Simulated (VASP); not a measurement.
Write the native input for VASP 6.6.1 that does the following.

```
Task                   : single point
Functional             : PBE
Potentials or basis    : VASP PAW PBE potentials, release 64 (Ga_d, P, As)
Cutoff                 : 520 eV
k mesh                 : 6 × 6 × 6
Occupations            : gaussian, width 0.1 eV
Spin                   : no spin polarisation
Dipole correction      : no
Further INCAR settings : ALGO = Normal; EDIFF = 1e-07; NBANDS = 36
```

The structure of Ga3As2P lies in POSCAR:

```
Ga3As2P
1.0
   -1.9374539900      1.9374539900      8.2199211200
    1.9374539900     -1.9374539900      8.2199211200
    1.9374539900      1.9374539900     -8.2199211200
Ga P As
3 1 2
Direct
    0.0000000000      0.0000000000      0.0000000000
    0.6666666700      0.6666666700      0.0000000000
    0.3333333300      0.3333333300      0.0000000000
    0.7500000000      0.2500000000      0.5000000000
    0.4166666700      0.9166666700      0.5000000000
    0.0833333300      0.5833333300      0.5000000000
```

The input as run:

INCAR

```
PREC = Accurate ; ENCUT = 520
EDIFF = 1E-7 ; ISMEAR = 0
SIGMA = 0.1 ; LREAL = F
LASPH = T ; NELM = 80
ALGO = Normal ; ISIF = 2
LWAVE = F ; LCHARG = T
GGA = PE ; LELF = T
LVHAR = T ; NBANDS = 36
```

KPOINTS

```
Automatic mesh
0
Gamma
  6 6 6
```

Potentials or basis: VASP PAW PBE potentials, release 64 (Ga_d, P, As).

Launch:

```console
$ cat potpaw_PBE.64/Ga_d/POTCAR potpaw_PBE.64/P/POTCAR potpaw_PBE.64/As/POTCAR > POTCAR
$ mpirun -np 1 vasp_std > vasp.out
```

Results of the run:

```yaml
Pressure: 8.5 GPa
Largest_force: 0.870 eV/Å
Band_gap_on_the_k_mesh: 1.37 eV (least direct gap 1.40 eV)
```

Caveat: the cell stands under pressure.

It took 5.5 min on 1 thread of AMD EPYC 9R45 96-Core Processor (Zen 5), with other jobs on the host, peak memory 0.6 GiB.
